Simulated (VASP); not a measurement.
# Na (I4/mmm) in VASP: further runs

Na is run at these levels: PBE; tasks: single point.

Everything below comes from runs of VASP 6.6.1. Logs are shortened: lines on timing, memory, paths and dates and some standing lists are left out, and cuts for length are marked.

### 1 The cell of the first run

The typed cell holds 1 atom: a = 3.773 Å, b = 3.773 Å, c = 3.773 Å, α = 120.00°, β = 120.00°, γ = 90.01°.

This isn't the form of Na at room conditions, which is bcc.

### 2 Single point, PBE

INCAR reads:

```
ALGO = Fast
EDIFF = 1E-6
ENCUT = 520
GGA = PE
ISIF = 2
ISMEAR = 0
LASPH = True
LCHARG = True
LELF = True
LREAL = False
LVHAR = True
LWAVE = False
NBANDS = 10
NELM = 60
PREC = Accurate
SIGMA = 0.15
```

KPOINTS reads:

```
k-points
0
Gamma
  18 18 18
```

POSCAR reads:

```
Na
1.0
   -1.8865730051      1.8865730051      2.6676142292
    1.8865730051     -1.8865730051      2.6676142292
    1.8865730051      1.8865730051     -2.6676142292
Na
1
Direct
    0.0000000000      0.0000000000      0.0000000000
```

Potentials or basis: VASP PAW PBE potentials, release 64 (Na_pv).

Launch:

```
> cat potpaw_PBE.64/Na_pv/POTCAR > POTCAR
> mpirun -np 1 vasp_std > vasp.out
```

OUTCAR:

```text
EDIFF = 1E-6
   ENCUT = 520
   GGA = PE
   ISIF = 2
   ISMEAR = 0
   LASPH = True
   LREAL = False
   NELM = 60
   PREC = Accurate

 ion  position               nearest neighbor table
   1  0.000  0.000  0.000-

  LATTYP: Found a body centered tetragonal cell.
 ALAT       =     3.7731460102
 C/A-ratio  =     1.4140000000

  Lattice vectors:

 A1 = (  -1.8865730051,   1.8865730051,   2.6676142292)
 A2 = (   1.8865730051,  -1.8865730051,   2.6676142292)
 A3 = (   1.8865730051,   1.8865730051,  -2.6676142292)

Analysis of symmetry for initial positions (statically):
=====================================================================
 Subroutine PRICEL returns:
 Original cell was already a primitive cell.

 Routine SETGRP: Setting up the symmetry group for a
 body centered tetragonal supercell.

 Subroutine GETGRP returns: Found 16 space group operations
 (whereof 16 operations were pure point group operations)
 out of a pool of 16 trial point group operations.

The static configuration has the point symmetry D_4h.

Analysis of symmetry for dynamics (positions and initial velocities):
=====================================================================
 Subroutine PRICEL returns:
 Original cell was already a primitive cell.

 Routine SETGRP: Setting up the symmetry group for a
 body centered tetragonal supercell.

 Subroutine GETGRP returns: Found 16 space group operations
 (whereof 16 operations were pure point group operations)
 out of a pool of 16 trial point group operations.

The dynamic configuration has the point symmetry D_4h.

 Subroutine INISYM returns: Found 16 space group operations
 (whereof 16 operations are pure point group operations),
 and found     1 'primitive' translations

----------------------------------------------------------------------------------------

                                     Primitive cell

  volume of cell :      37.9778

  direct lattice vectors                    reciprocal lattice vectors
    -1.886573005  1.886573005  2.667614229     0.000000000  0.265030825  0.187433398
     1.886573005 -1.886573005  2.667614229     0.265030825  0.000000000  0.187433398
     1.886573005  1.886573005 -2.667614229     0.265030825  0.265030825  0.000000000

  length of vectors
     3.772861127  3.772861127  3.772861127     0.324611486  0.324611486  0.374810187

  position of ions in fractional coordinates (direct lattice)
     0.000000000  0.000000000  0.000000000

  ion indices of the primitive-cell ions
   primitive index   ion index
                 1           1

----------------------------------------------------------------------------------------

 KPOINTS: k-points

Automatic generation of k-mesh.
 Grid dimensions read from file:
 generate k-points for:   18   18   18

 Generating k-lattice:

  Cartesian coordinates                     Fractional coordinates (reciprocal lattice)
     0.000000000  0.014723935  0.010412967     0.055555556  0.000000000 -0.000000000
     0.014723935  0.000000000  0.010412967     0.000000000  0.055555556 -0.000000000
     0.014723935  0.014723935  0.000000000     0.000000000  0.000000000  0.055555556

  Length of vectors
     0.018033971  0.018033971  0.020822788

  Shift w.r.t. Gamma in fractional coordinates (k-lattice)
     0.000000000  0.000000000  0.000000000

 Subroutine IBZKPT returns following result:
 ===========================================

 Found    480 irreducible k-points:

 Following reciprocal coordinates:
            Coordinates               Weight
  0.000000  0.000000  0.000000      1.000000
  0.055556 -0.000000  0.000000      8.000000
  0.111111 -0.000000  0.000000      8.000000
  0.166667 -0.000000  0.000000      8.000000
  0.222222 -0.000000  0.000000      8.000000
  0.277778 -0.000000  0.000000      8.000000
[... 16 lines left out ...]
 -0.277778  0.055556 -0.000000     16.000000
 -0.222222  0.055556 -0.000000     16.000000
 [... further k-points ...]
   k-points           NKPTS =    480   k-points in BZ     NKDIM =    480   number of bands    NBANDS=     10
   number of dos      NEDOS =    301   number of ions     NIONS =      1
   total plane-waves  NPLWV =  21952
   dimension x,y,z NGX =    28 NGY =   28 NGZ =   28
   dimension x,y,z NGXF=    56 NGYF=   56 NGZF=   56
   ions per type =               1
   NGX,Y,Z   is equivalent  to a cutoff of  12.34, 12.34, 12.34 a.u.
   NGXF,Y,Z  is equivalent  to a cutoff of  24.68, 24.68, 24.68 a.u.
 SYSTEM =  unknown system
   PREC   = accura    normal or accurate (medium, high low for compatibility)
   ISTART =      0    job   : 0-new  1-cont  2-samecut
   ICHARG =      2    charge: 1-file 2-atom 10-const
   ISPIN  =      1    spin polarized calculation?
   LNONCOLLINEAR =      F non collinear calculations
   LSORBIT =      F    spin-orbit coupling
   LASPH  =      T    aspherical Exc in radial PAW
   ENCUT  =  520.0 eV  38.22 Ry    6.18 a.u.   7.02  7.02  7.02*2*pi/ulx,y,z
   NELM   =     60;   NELMIN=  2; NELMDL= -5     # of ELM steps
   EDIFF  = 0.1E-05   stopping-criterion for ELM
   LREAL  =      F    real-space projection
   EDIFFG = 0.1E-04   stopping-criterion for IOM
   NSW    =      0    number of steps for IOM
   IBRION =     -1    ionic relax: 0-MD 1-quasi-New 2-CG
   NFREE  =      0    steps in history (QN), initial steepest desc. (CG)
   ISIF   =      2    stress and relaxation
   ISYM   =      2    0-nonsym 1-usesym 2-fastsym
   POTIM  = 0.5000    time-step for ionic-motion
   TEBEG  =    0.0;   TEEND  =   0.0 temperature during run
   PSTRESS=    0.0 pullay stress
   NELECT =       7.0000    total number of electrons
   NUPDOWN=      -1.0000    fix difference up-down
   EMIN   =  10.00;   EMAX   =-10.00  energy-range for DOS
   EFERMI =   0.00;   METHOD = LEGACY
   ISMEAR =     0;   SIGMA  =   0.15  broadening in eV -4-tet -1-fermi 0-gaus
   EFERMI_NEDOS =   21; number of points for ismear=-14 and -15
   IALGO  =     68    algorithm
   IMIX   =      4    mixing-type and parameters
     AMIX     =   0.40;   BMIX     =  1.00
     AMIX_MAG =   1.60;   BMIX_MAG =  1.00
  volume/ion in A,a.u.               =      37.98       256.29
  Fermi-wavevector in a.u.,A,eV,Ry     =   0.931674  1.760609 11.810087  0.868017
  Thomas-Fermi vector in A             =   2.058192
   LORBIT       =      0    0 simple, 1 ext, 2 COOP (PROOUT), +10 PAW based schemes
   GGA     = PE    functional components
   LHFCALC =     F    Hartree Fock is set to
   AEXX    =    0.0000 exact exchange contribution
   IVDW    =     0    specifies the selected vdW correction
   LEPSILON=     F    determine dielectric tensor
   LRPA    =     F    only Hartree local field effects (RPA)
 non-spin polarized calculation
 RMM-DIIS sequential band-by-band and
 Gauss-broadening in eV      SIGMA  =   0.15
  energy-cutoff  :      520.00
  volume of cell :       37.98
 maximum number of plane-waves:      1038
   NGX = 13   NGY = 13   NGZ = 13

 number of electron       6.9999994 magnetization

 Free energy of the ion-electron system (eV)
  ---------------------------------------------------
  ext. energy  EPLUGINS =         0.00000000
  ---------------------------------------------------
  free energy    TOTEN  =        -1.31382353 eV

  energy without entropy =       -1.30819424  energy(sigma->0) =       -1.31100888

 E-fermi :   0.2779     XC(G=0):  -6.4391

 val. band max:        0.2397129164   @ k =  -0.3889  -0.3889   0.3889
 cond. band min:       0.2958195354   @ k =  -0.1111   0.4444   0.0556
 fundamental gap:      0.0561066190
 Fermi energy:         0.2778991319

 k-point     1 :       0.0000    0.0000    0.0000
  band No.  band energies     occupation
      1     -24.6552      2.00000
      2     -24.6552      2.00000
      3     -24.6552      2.00000
      4      -2.9683      2.00000
      5      11.2085      0.00000
      6      11.2086      0.00000
      7      11.2091      0.00000
      8      12.2894      0.00000
      9      12.7109      0.00000
     10      12.7109      0.00000

 k-point     2 :       0.0556   -0.0000    0.0000
  band No.  band energies     occupation
      1     -24.6562      2.00000
      2     -24.6553      2.00000
      3     -24.6553      2.00000
      4      -2.9177      2.00000
      5      10.2783      0.00000
      6      11.0901      0.00000
      7      11.0906      0.00000
      8      12.3947      0.00000
      9      12.9105      0.00000
     10      12.9122      0.00000

 k-point     3 :       0.1111   -0.0000    0.0000
  band No.  band energies     occupation
      1     -24.6590      2.00000
      2     -24.6557      2.00000
      3     -24.6557      2.00000
      4      -2.7662      2.00000
      5       8.9371      0.00000
      6      10.8493      0.00000
      7      10.8499      0.00000
      8      12.1542      0.00000
      9      13.3855      0.00000
     10      13.3858      0.00000

 k-point     4 :       0.1667   -0.0000    0.0000
  band No.  band energies     occupation
      1     -24.6632      2.00000
      2     -24.6563      2.00000
      3     -24.6563      2.00000
      4      -2.5148      2.00000
      5       7.6010      0.00000
      6      10.6105      0.00000
      7      10.6113      0.00000
      8      11.8757      0.00000
      9      13.7215      0.00000
     10      13.7361      0.00000
[... 222 lines left out ...]
 k-point    22 :      -0.3333    0.0556    0.0000
  band No.  band energies     occupation
      1     -24.6775      2.00000
      2     -24.6590      2.00000
      3     -24.6585      2.00000
      4      -1.3244      2.00000
      5       4.3698      0.00000
      6       9.6401      0.00000
      7       9.9857      0.00000
      8      11.2868      0.00000
      9      12.2627      0.00000
     10      12.8853      0.00000

 k-point    23 :      -0.2778    0.0556   -0.0000
  band No.  band energies     occupation
      1     -24.6723      2.00000
      2     -24.6583      2.00000
      3     -24.6576      2.00000
      4      -1.8337      2.00000
      5       5.5342      0.00000
      6       9.7138      0.00000
      7      10.1461      0.00000
      8      11.7490      0.00000
      9      12.3767      0.00000
     10      13.4443      0.00000

 k-point    24 :      -0.2222    0.0556   -0.0000
  band No.  band energies     occupation
      1     -24.6669      2.00000
      2     -24.6575      2.00000
      3     -24.6569      2.00000
      4      -2.2480      2.00000
      5       6.7695      0.00000
      6       9.8643      0.00000
      7      10.3388      0.00000
      8      12.2676      0.00000
      9      12.5679      0.00000
     10      13.7354      0.00000

 [... further k-points ...]
[... 5 lines left out ...]
  --------------------------------------------------------------------------------------
  -------------------------------------------------------------------------------------
  Total       -0.0599624     -0.0599624     -0.0598874      0.0000000      0.0000000      0.0000000
  in kB       -2.5296449     -2.5296449     -2.5264817      0.0000000      0.0000000      0.0000000
  external PRESSURE =      -2.5285905 kB  Pullay stress =       0.0000000 kB

 VOLUME and BASIS-vectors are now :
 -----------------------------------------------------------------------------
  energy-cutoff  :      520.00
  volume of cell :       37.98
      direct lattice vectors                 reciprocal lattice vectors
    -1.886573005  1.886573005  2.667614229     0.000000000  0.265030825  0.187433398
     1.886573005 -1.886573005  2.667614229     0.265030825  0.000000000  0.187433398
     1.886573005  1.886573005 -2.667614229     0.265030825  0.265030825  0.000000000

 POSITION                                       TOTAL-FORCE (eV/Angst)
 -----------------------------------------------------------------------------------
      0.00000      0.00000      0.00000         0.000000     -0.000000      0.000000
 -----------------------------------------------------------------------------------
    total drift:                               -0.000000     -0.000000     -0.000000

  FREE ENERGIE OF THE ION-ELECTRON SYSTEM (eV)
  ---------------------------------------------------
  free  energy   TOTEN  =        -1.3138235322 eV

  energy  without entropy=       -1.3081942357  energy(sigma->0) =       -1.31100888
```

Run time: 1.8 min. Hardware: 1 thread of Intel Xeon Platinum 8259CL at 2.50GHz (Skylake/Cascade Lake), shared host; peak memory 0.26 GiB.

What came out:

| Quantity | Value |
| --- | --- |
| Free energy | -1.3138 eV |
| Pressure | -0.3 GPa |
| Band gap on the k mesh | zero (an odd number of electrons rules out a gap without spin polarisation) |

Levels at points of the mesh, in eV from the Fermi level:
| k point | band 2 | band 3 | band 4 | band 5 | band 6 | band 7 |
| --- | --- | --- | --- | --- | --- | --- |
| (0.00, 0.00, 0.00) | -24.93 | -24.93 | -3.25 | 10.93 | 10.93 | 10.93 |
| (0.50, 0.00, 0.00) | -24.94 | -24.94 | 0.54 | 0.92 | 9.98 | 9.98 |
| (0.50, 0.50, 0.00) | -24.94 | -24.94 | 1.73 | 2.26 | 6.18 | 7.01 |
| (0.50, 0.50, 0.50) | -24.94 | -24.94 | 1.73 | 2.26 | 6.18 | 7.00 |

### 3 Single point, PBE

INCAR reads:

```
SYSTEM = Na
ALGO     = Fast           ! electronic algorithm
EDIFF    = 1E-7           ! SCF threshold, eV
ENCUT    = 520            ! plane-wave cutoff, eV
GGA      = PE             ! functional
ISIF     = 2              ! what is computed and relaxed
ISMEAR   = 0              ! smearing method
LASPH    = .True.         ! aspherical terms in the spheres
LCHARG   = .True.         ! write CHGCAR
LELF     = .True.         ! ELF
LREAL    = .False.        ! projectors in reciprocal space
LVHAR    = .True.       
LWAVE    = .False.        ! write WAVECAR
NBANDS   = 10             ! bands
NELM     = 60             ! most SCF steps
PREC     = Accurate       ! precision mode
SIGMA    = 0.15           ! smearing width, eV
```

KPOINTS reads:

```
k-points
0
Gamma
  18 18 18
  0 0 0
```

POSCAR reads:

```
Na
1.0
   -1.8498066341      1.8498066341      2.7747099511
    1.8498066341     -1.8498066341      2.7747099511
    1.8498066341      1.8498066341     -2.7747099511
Na
1
Direct
    0.0000000000      0.0000000000      0.0000000000
```

Potentials or basis: VASP PAW PBE potentials, release 64 (Na_pv).

Launch:

```
> cat potpaw_PBE.64/Na_pv/POTCAR > POTCAR
> mpirun -np 1 vasp_std > vasp.out
```

It took 1.9 min on 1 thread of Intel Xeon Platinum 8259CL at 2.50GHz (Skylake/Cascade Lake), shared host; peak memory 0.26 GiB.

It converged, with:

```yaml
Free_energy: -1.3133 eV
Pressure: -0.2 GPa
Band_gap_on_the_k_mesh: zero (an odd number of electrons rules out a gap without spin polarisation)
```

Stress tensor (GPa, compression positive):
```
-0.15  0.00  0.00
 0.00 -0.15  0.00
 0.00  0.00 -0.30
```

Levels at points of the mesh, in eV from the Fermi level:
```csv
k point,band 1,band 2,band 3,band 4,band 5,band 6,band 7,band 8
"(0.00, 0.00, 0.00)",-24.93,-24.93,-24.93,-3.24,10.82,11.03,11.03,12.04
"(0.50, 0.00, 0.00)",-24.96,-24.94,-24.93,0.54,0.93,9.55,10.20,10.39
"(0.50, 0.50, 0.00)",-24.96,-24.95,-24.94,1.93,2.46,6.04,6.79,6.85
"(0.50, 0.50, 0.50)",-24.96,-24.94,-24.94,1.36,1.89,6.53,7.44,7.44
```

The gap in the log of VASP goes by the Fermi energy; the results here count the filled bands.